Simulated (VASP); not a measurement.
# NaCl (Fm-3m) in VASP: notebook, part 2 of 2

VASP 6.6.1. The steps go on from the part before.

**4. Single point, PBE**

The input, INCAR:

```
SYSTEM = NaCl
ALGO = Normal
EDIFF = 1E-6
ENCUT = 500
GGA = PE
GGA_COMPAT = .False.
ISIF = 2
ISMEAR = 0
LASPH = .True.
LCHARG = .False.
LREAL = .False.
LWAVE = .False.
NBANDS = 22
NELM = 120
PREC = Accurate
SIGMA = 0.02
```

The input, KPOINTS:

```
k-points
0
Gamma
  6 6 4
  0 0 0
```

The input, POSCAR:

```
NaCl
1.0
    4.0276378872      0.0000000000      0.0000000000
    0.0000000000      4.0276378872      0.0000000000
    0.0000000000      0.0000000000      5.6959400879
Na Cl
2 2
Direct
    0.0000000000      0.0000000000      0.0000000000
    0.5000000000      0.5000000000      0.5000000000
    0.5000000000      0.5000000000      0.0000000000
    0.0000000000      0.0000000000      0.5000000000
```

Potentials or basis: VASP PAW PBE potentials, release 64 (Na_pv, Cl).

Command:

```bash
cat potpaw_PBE.64/Na_pv/POTCAR potpaw_PBE.64/Cl/POTCAR > POTCAR
mpirun -np 1 vasp_std > vasp.out
```

OUTCAR:

```text
SYSTEM = NaCl
   EDIFF = 1E-6
   ENCUT = 500
   GGA = PE
   ISIF = 2
   ISMEAR = 0
   LASPH = .True.
   LREAL = .False.
   NELM = 120
   PREC = Accurate

 ion  position               nearest neighbor table
   1  0.000  0.000  0.000-
   2  0.500  0.500  0.500-
   3  0.500  0.500  0.000-
   4  0.000  0.000  0.500-

  LATTYP: Found a simple tetragonal cell.
 ALAT       =     4.0276378872
 C/A-ratio  =     1.4142135533

  Lattice vectors:

 A1 = (   4.0276378872,   0.0000000000,   0.0000000000)
 A2 = (   0.0000000000,   4.0276378872,   0.0000000000)
 A3 = (   0.0000000000,   0.0000000000,   5.6959400879)

Analysis of symmetry for initial positions (statically):
=====================================================================
 Subroutine PRICEL returns following result:

  LATTYP: Found a face centered cubic cell.
 ALAT       =     5.6959401062

  Lattice vectors:

 A1 = (  -2.0138189436,  -2.0138189436,  -2.8479700440)
 A2 = (   2.0138189436,  -2.0138189436,  -2.8479700439)
 A3 = (   0.0000000000,  -4.0276378872,  -0.0000000000)

   2 primitive cells build up your supercell.

 Routine SETGRP: Setting up the symmetry group for a
 simple tetragonal supercell.

 Subroutine GETGRP returns: Found 16 space group operations
 (whereof 16 operations were pure point group operations)
 out of a pool of 16 trial point group operations.

The static configuration has the point symmetry D_4h.

Analysis of symmetry for dynamics (positions and initial velocities):
=====================================================================
 Subroutine PRICEL returns following result:

  LATTYP: Found a face centered cubic cell.
 ALAT       =     5.6959401062

  Lattice vectors:

 A1 = (  -2.0138189436,  -2.0138189436,  -2.8479700440)
 A2 = (   2.0138189436,  -2.0138189436,  -2.8479700439)
 A3 = (   0.0000000000,  -4.0276378872,  -0.0000000000)

   2 primitive cells build up your supercell.

 Routine SETGRP: Setting up the symmetry group for a
 simple tetragonal supercell.

 Subroutine GETGRP returns: Found 16 space group operations
 (whereof 16 operations were pure point group operations)
 out of a pool of 16 trial point group operations.

The dynamic configuration has the point symmetry D_4h.

 Subroutine INISYM returns: Found 16 space group operations
 (whereof 16 operations are pure point group operations),
 and found     2 'primitive' translations

----------------------------------------------------------------------------------------

                                     Primitive cell

  volume of cell :      46.1994

  direct lattice vectors                    reciprocal lattice vectors
    -2.013818944 -2.013818944 -2.847970044    -0.248284485  0.000000000 -0.175563644
     2.013818944 -2.013818944 -2.847970044     0.248284485  0.000000000 -0.175563644
     0.000000000 -4.027637887 -0.000000000    -0.000000000 -0.248284485  0.175563644

  length of vectors
     4.027637874  4.027637874  4.027637887     0.304085151  0.304085151  0.304085151

[... 28 lines left out ...]
     0.000000000  0.000000000  0.000000000

 Subroutine IBZKPT returns following result:
 ===========================================

 Found     30 irreducible k-points:

 Following reciprocal coordinates:
            Coordinates               Weight
  0.000000  0.000000  0.000000      1.000000
  0.166667  0.000000  0.000000      4.000000
  0.333333  0.000000  0.000000      4.000000
  0.500000  0.000000  0.000000      2.000000
  0.166667  0.166667  0.000000      4.000000
  0.333333  0.166667  0.000000      8.000000
[... 16 lines left out ...]
  0.333333  0.000000  0.500000      4.000000
  0.500000  0.000000  0.500000      2.000000
 [... further k-points ...]
   k-points           NKPTS =     30   k-points in BZ     NKDIM =     30   number of bands    NBANDS=     22
   number of dos      NEDOS =    301   number of ions     NIONS =      4
   total plane-waves  NPLWV =  37800
   dimension x,y,z NGX =    30 NGY =   30 NGZ =   42
   dimension x,y,z NGXF=    60 NGYF=   60 NGZF=   84
   ions per type =               2   2
   NGX,Y,Z   is equivalent  to a cutoff of  12.38, 12.38, 12.26 a.u.
   NGXF,Y,Z  is equivalent  to a cutoff of  24.77, 24.77, 24.52 a.u.
 SYSTEM =  NaCl
   PREC   = accura    normal or accurate (medium, high low for compatibility)
   ISTART =      0    job   : 0-new  1-cont  2-samecut
   ICHARG =      2    charge: 1-file 2-atom 10-const
   ISPIN  =      1    spin polarized calculation?
   LNONCOLLINEAR =      F non collinear calculations
   LSORBIT =      F    spin-orbit coupling
   LASPH  =      T    aspherical Exc in radial PAW
   ENCUT  =  500.0 eV  36.75 Ry    6.06 a.u.   7.34  7.34 10.39*2*pi/ulx,y,z
   NELM   =    120;   NELMIN=  2; NELMDL= -5     # of ELM steps
   EDIFF  = 0.1E-05   stopping-criterion for ELM
   LREAL  =      F    real-space projection
   EDIFFG = 0.1E-04   stopping-criterion for IOM
   NSW    =      0    number of steps for IOM
   IBRION =     -1    ionic relax: 0-MD 1-quasi-New 2-CG
   NFREE  =      0    steps in history (QN), initial steepest desc. (CG)
   ISIF   =      2    stress and relaxation
   ISYM   =      2    0-nonsym 1-usesym 2-fastsym
   POTIM  = 0.5000    time-step for ionic-motion
   TEBEG  =    0.0;   TEEND  =   0.0 temperature during run
   PSTRESS=    0.0 pullay stress
   NELECT =      28.0000    total number of electrons
   NUPDOWN=      -1.0000    fix difference up-down
   EMIN   =  10.00;   EMAX   =-10.00  energy-range for DOS
   EFERMI =   0.00;   METHOD = LEGACY
   ISMEAR =     0;   SIGMA  =   0.02  broadening in eV -4-tet -1-fermi 0-gaus
   EFERMI_NEDOS =   21; number of points for ismear=-14 and -15
   IALGO  =     38    algorithm
   IMIX   =      4    mixing-type and parameters
     AMIX     =   0.40;   BMIX     =  1.00
     AMIX_MAG =   1.60;   BMIX_MAG =  1.00
  volume/ion in A,a.u.               =      23.10       155.88
  Fermi-wavevector in a.u.,A,eV,Ry     =   1.099610  2.077962 16.451384  1.209143
  Thomas-Fermi vector in A             =   2.236008
   LORBIT       =      0    0 simple, 1 ext, 2 COOP (PROOUT), +10 PAW based schemes
   GGA     = PE    functional components
   LHFCALC =     F    Hartree Fock is set to
   AEXX    =    0.0000 exact exchange contribution
   IVDW    =     0    specifies the selected vdW correction
   LEPSILON=     F    determine dielectric tensor
   LRPA    =     F    only Hartree local field effects (RPA)
 non-spin polarized calculation
 Gauss-broadening in eV      SIGMA  =   0.02
  energy-cutoff  :      500.00
  volume of cell :       92.40
 maximum number of plane-waves:      2373
 NGX is ok and might be reduce to    30
   NGX = 15   NGY = 15   NGZ = 21

 number of electron      27.9999963 magnetization

 Free energy of the ion-electron system (eV)
  ---------------------------------------------------
  ext. energy  EPLUGINS =         0.00000000
  ---------------------------------------------------
  free energy    TOTEN  =       -13.55544293 eV

  energy without entropy =      -13.55544293  energy(sigma->0) =      -13.55544293

 E-fermi :  -0.8158     XC(G=0):  -8.0407

 val. band max:       -0.8992813579   @ k =   0.0000   0.0000   0.0000
 cond. band min:       4.0956356937   @ k =   0.0000   0.0000   0.0000
 fundamental gap:      4.9949170517
 Fermi energy:        -0.8157728358

 k-point     1 :       0.0000    0.0000    0.0000
  band No.  band energies     occupation
      1     -21.7943      2.00000
      2     -21.7838      2.00000
      3     -21.7838      2.00000
      4     -21.7767      2.00000
      5     -21.7767      2.00000
      6     -21.7767      2.00000
[... 589 lines left out ...]
     21       9.9996      0.00000
     22       9.9996      0.00000

 [... further k-points ...]

------------------------ aborting loop because EDIFF is reached ----------------------------------------

  FORCE on cell =-STRESS in cart. coord.  units (eV):
  Direction    XX          YY          ZZ          XY          YZ          ZX
  --------------------------------------------------------------------------------------
  -------------------------------------------------------------------------------------
  Total       -0.0274095     -0.0274095     -0.0269319      0.0000000      0.0000000      0.0000000
  in kB       -0.4752756     -0.4752756     -0.4669943      0.0000000      0.0000000      0.0000000
  external PRESSURE =      -0.4725152 kB  Pullay stress =       0.0000000 kB

 VOLUME and BASIS-vectors are now :
 -----------------------------------------------------------------------------
  energy-cutoff  :      500.00
  volume of cell :       92.40
      direct lattice vectors                 reciprocal lattice vectors
     4.027637887  0.000000000  0.000000000     0.248284485  0.000000000  0.000000000
     0.000000000  4.027637887  0.000000000     0.000000000  0.248284485  0.000000000
     0.000000000  0.000000000  5.695940088     0.000000000  0.000000000  0.175563644

 POSITION                                       TOTAL-FORCE (eV/Angst)
 -----------------------------------------------------------------------------------
      0.00000      0.00000      0.00000         0.000000      0.000000      0.000000
      2.01382      2.01382      2.84797        -0.000000     -0.000000      0.000000
      2.01382      2.01382      0.00000        -0.000000     -0.000000     -0.000000
      0.00000      0.00000      2.84797         0.000000      0.000000     -0.000000
 -----------------------------------------------------------------------------------
    total drift:                                0.000000      0.000000      0.000000

  FREE ENERGIE OF THE ION-ELECTRON SYSTEM (eV)
  ---------------------------------------------------
  free  energy   TOTEN  =       -13.5554429276 eV

  energy  without entropy=      -13.5554429276  energy(sigma->0) =      -13.55544293
```

OSZICAR:

```text
N       E                     dE             d eps       ncg     rms          rms(c)
DAV:   1     0.261903056176E+03    0.26190E+03   -0.13540E+04  1344   0.127E+03
DAV:   2     0.122728684444E+02   -0.24963E+03   -0.23543E+03  1490   0.342E+02
DAV:   3    -0.132431683350E+02   -0.25516E+02   -0.25318E+02  1634   0.111E+02
DAV:   4    -0.139438346229E+02   -0.70067E+00   -0.69998E+00  1486   0.204E+01
DAV:   5    -0.139634377415E+02   -0.19603E-01   -0.19601E-01  1756   0.330E+00    0.303E+00
DAV:   6    -0.135668153659E+02    0.39662E+00   -0.75673E-01  1512   0.419E+00    0.226E+00
DAV:   7    -0.135428292126E+02    0.23986E-01   -0.16842E-01  1668   0.200E+00    0.156E+00
DAV:   8    -0.135553560637E+02   -0.12527E-01   -0.21774E-02  1398   0.112E+00    0.395E-01
DAV:   9    -0.135550646998E+02    0.29136E-03   -0.63611E-04  1656   0.173E-01    0.154E-01
DAV:  10    -0.135554496111E+02   -0.38491E-03   -0.71025E-04  1404   0.174E-01    0.434E-02
DAV:  11    -0.135554430260E+02    0.65851E-05   -0.22896E-05  1770   0.410E-02    0.152E-02
DAV:  12    -0.135554429276E+02    0.98474E-07   -0.52180E-06  1474   0.178E-02
   1 F= -.13555443E+02 E0= -.13555443E+02  d E =-.630147E-11
```

stdout:

```text
POSCAR found type information on POSCAR NaCl
 POSCAR found :  2 types and       4 ions
 scaLAPACK will be used
 LDA part: xc-table for (Slater+PW92), standard interpolation
 POSCAR, INCAR and KPOINTS ok, starting setup
 FFT: planning ... GRIDC
 FFT: planning ... GRID_SOFT
 FFT: planning ... GRID
 WAVECAR not read
 entering main loop
```

Run time: 34 s. Hardware: 1 thread of Intel Xeon 8259CL, shared host; peak memory 0.2 GiB.

Results:

```yaml
Free_energy: -13.5554 eV
Pressure: 0.0 GPa
Band_gap_on_the_k_mesh: 4.99 eV
```
